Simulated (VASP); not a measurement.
# Al12Cl: single point with PBE

The system is Al12Cl, a slab with vacuum.

```xyz
13
Lattice="5.7135 0.0000 0.0000 -2.8568 4.9481 0.0000 0.0000 0.0000 20.1014" Properties=species:S:1:pos:R:3 pbc="T T T"
Al    1.4284    0.8247    4.0000
Al    0.0000    3.2987    4.0000
Al    4.2851    0.8247    4.0000
Al    2.8568    3.2987    4.0000
Al    0.0000    1.6494    6.3007
Al   -1.4284    4.1234    6.3007
Al    2.8568    1.6494    6.3007
Al    1.4284    4.1234    6.3007
Al    0.0000    0.0000    8.6014
Al   -1.4284    2.4740    8.6014
Al    2.8568    0.0000    8.6014
Al    1.4284    2.4740    8.6014
Cl   -0.7142    1.2370   10.6915
```

| Item | Value |
| --- | --- |
| Program | VASP 6.6.1 |
| Task | single point |
| Functional | PBE |
| Potentials or basis | VASP PAW PBE potentials, release 64 (Al, Cl) |
| Cutoff | 520 eV |
| k mesh | 6 × 6 × 1 |
| Occupations | gaussian, width 0.1 eV |
| Spin | no spin polarisation |

```json
{
 "Largest force": "0.482 eV/Å",
 "Band gap on the k mesh": "zero (an odd number of electrons rules out a gap without spin polarisation)"
}
```

Forces on the atoms (eV/Å):
```
Al   0.073  0.000 -0.059
Al   0.036  0.063 -0.059
Al  -0.084 -0.049  0.011
Al  -0.045 -0.026 -0.097
Al   0.026  0.015  0.246
Al   0.065  0.037 -0.116
Al  -0.022  0.030 -0.010
Al   0.015 -0.034 -0.010
Al   0.138 -0.148  0.296
Al  -0.059  0.193  0.296
Al  -0.340 -0.196 -0.279
Al   0.257  0.149 -0.226
Cl  -0.059 -0.034  0.007
```

Levels at points of the mesh, in eV from the Fermi level:
| k point | band 18 | band 19 | band 20 | band 21 | band 22 | band 23 | band 24 | band 25 | band 26 | band 27 |
| --- | --- | --- | --- | --- | --- | --- | --- | --- | --- | --- |
| (0.00, 0.00, 0.00) | -2.72 | -2.62 | -2.13 | -0.46 | -0.33 | -0.26 | -0.10 | 0.06 | 0.14 | 0.99 |
| (0.50, 0.00, 0.00) | -0.82 | -0.56 | -0.44 | -0.25 | -0.22 | 0.87 | 0.88 | 1.34 | 1.44 | 1.55 |
| (0.00, 0.50, 0.00) | -0.88 | -0.56 | -0.53 | -0.29 | -0.12 | 0.85 | 0.96 | 1.41 | 1.47 | 1.54 |

Wall time 6.1 min on 1 thread of Intel(R) Xeon(R) Platinum 8488C (Sapphire Rapids), on a shared host, peak memory 0.67 GiB.

Caveat: an odd number of electrons without spin polarisation forces a metal; a magnetic or distorted state may lie lower.
